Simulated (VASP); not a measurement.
Write the native input for VASP 6.6.1 that does the following.

| Quantity | Value |
| --- | --- |
| Task | relaxation of cell and atoms |
| Functional | PBE |
| Potentials or basis | VASP PAW PBE potentials, release 64 (Li_sv, H) |
| Cutoff | 600 eV |
| k mesh | 8 × 8 × 8 |
| Occupations | gaussian, width 0.1 eV |
| Spin | no spin polarisation |
| Dipole correction | no |
| Further INCAR settings | ALGO = Normal; EDIFF = 1e-07; IBRION = 2; EDIFFG = -0.04; NSW = 90; ISIF = 3 |

The structure of Li3H2 lies in POSCAR:

```
Li3H2
1.0
   -1.3883892300      1.3883892300      6.2354284800
    1.3883892300     -1.3883892300      6.2354284800
    1.3883892300      1.3883892300     -6.2354284800
Li H
3 2
Direct
    0.4000000100      0.4000000100      0.0000000000
    0.5999999900      0.5999999900      0.0000000000
    0.0000000000      0.0000000000      0.0000000000
    0.2000000000      0.2000000000      0.0000000000
    0.8000000000      0.8000000000      0.0000000000
```

The cell was generated, and may not be a known phase.

These files were run (other wordings do the same):

INCAR

```
SYSTEM = Li3H2
PREC = Accurate ; ENCUT = 600
EDIFF = 1E-7 ; ISMEAR = 0
SIGMA = 0.1 ; LREAL = .FALSE.
LASPH = .TRUE. ; NELM = 60
ALGO = Normal ; ISIF = 3
LWAVE = .FALSE. ; LCHARG = .FALSE.
GGA = PE ; IBRION = 2
NSW = 90 ; EDIFFG = -0.04
```

KPOINTS

```
regular mesh
0
G
  8 8 8
  0 0 0
```

Potentials or basis: VASP PAW PBE potentials, release 64 (Li_sv, H).

Run with:

```sh
$ cat potpaw_PBE.64/Li_sv/POTCAR potpaw_PBE.64/H/POTCAR > POTCAR
$ mpirun -np 1 vasp_std > vasp.out
```

Results of the run:

```yaml
Relaxed_volume: 9.87 Å³/atom
Relaxed_cell: a = 6.439 Å, b = 6.439 Å, c = 6.439 Å, α = 154.52°, β = 154.52°, γ = 36.34°
Space_group_after_relaxing_to_0.1_Å: I4/mmm (No. 139)
Energy_gained_by_relaxing: 728.2 meV/atom
Ionic_steps: 11
Pressure_after_relaxing: 0.4 GPa
Largest_force_after_relaxing: 0.007 eV/Å
Band_gap_on_the_k_mesh: zero (an odd number of electrons rules out a gap without spin polarisation)
```

Caveat: the cutoff is under 1.25 times the usual one of these potentials, so pressure, stress and relaxed cells hold a basis-set (Pulay) error.

It took 17 min on 1 thread of Intel(R) Xeon(R) Platinum 8488C (Sapphire Rapids), on a shared host, peak memory 0.4 GiB.
